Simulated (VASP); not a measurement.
## B4Pb5O11: single point with PBE

B4Pb5O11:

```
Pb O B
1.0
     6.96100   -0.17027   -0.29950
    -0.17027    6.79691   -0.04644
    -0.29950   -0.04644    6.97123
Pb O B
5 11 4
Direct
  0.66423 0.29523 0.25324
  0.46094 0.73054 0.38735
  0.18643 0.23579 0.87373
  0.78191 0.54095 0.77775
  0.95473 0.91334 0.43234
  0.33320 0.38128 0.26739
  0.23636 0.62698 0.97505
  0.64519 0.23091 0.86835
  0.02814 0.88094 0.84799
  0.69909 0.98511 0.60352
  0.21374 0.50152 0.60309
  0.09787 0.18497 0.46704
  0.17923 0.95014 0.12389
  0.76277 0.56711 0.16408
  0.69453 0.90139 0.96583
  0.54456 0.30198 0.53641
  0.14841 0.77491 0.00017
  0.63127 0.15867 0.68933
  0.84764 0.92830 0.89205
  0.22995 0.36167 0.44914
```

* Program: VASP 6.6.1
* Task: single point
* Functional: PBE
* Potentials or basis: VASP PAW PBE potentials, release 64 (Pb_d, O, B)
* Cutoff: 520 eV
* k mesh: 1 × 1 × 1
* Occupations: fermi-dirac, width 0.2111 eV
* Spin: no spin polarisation
* Dipole correction: no
* Further INCAR settings: LREAL = Auto; ALGO = Normal; EDIFF = 1e-06; NBANDS = 90; ISYM = 0

```
Pressure      : 0.1 GPa
Largest force : 7.082 eV/Å
```

Forces in eV/Å, atoms in the order of the input:
```
Pb  -0.146 -2.199 -0.837
Pb  -1.204 -0.600 -1.456
Pb   1.191  1.588  0.846
Pb  -0.972 -0.290  1.073
Pb   0.856 -1.927 -1.571
O   -1.939  0.866  1.847
O    1.215 -4.459 -0.414
O    0.059  1.039  0.906
O   -2.905  0.115 -2.469
O   -0.583  1.307  1.931
O    0.668 -0.906 -2.572
O    1.869  2.778  0.709
O    0.712 -1.925  1.328
O   -0.005  1.411 -0.045
O   -0.536 -0.906  0.952
O    2.068 -1.644  3.891
B   -0.055  6.817  1.918
B   -0.797  0.795 -4.760
B    0.898 -1.183 -0.786
B   -0.396 -0.676 -0.491
```

Stress tensor (GPa, compression positive):
```
-1.05 -0.64  3.94
-0.64  2.59 -0.53
 3.94 -0.53 -1.38
```

Levels at points of the mesh, in eV from the Fermi level:
```
           k point  band 70  band 71  band 72  band 73  band 74  band 75  band 76  band 77  band 78  band 79
(0.00, 0.00, 0.00)    -1.47    -1.37    -1.14    -1.07    -0.68     0.62     1.32     1.81     2.20     2.40
```

Wall time 2.4 min on 1 thread of Intel Xeon 8259CL, on a shared host, peak memory 0.37 GiB.

Caveat: the k points lie up to 0.93 Å⁻¹ apart; the atoms stand as in a frame of molecular dynamics; spin-orbit coupling is left out, which moves the levels of the heavy elements.
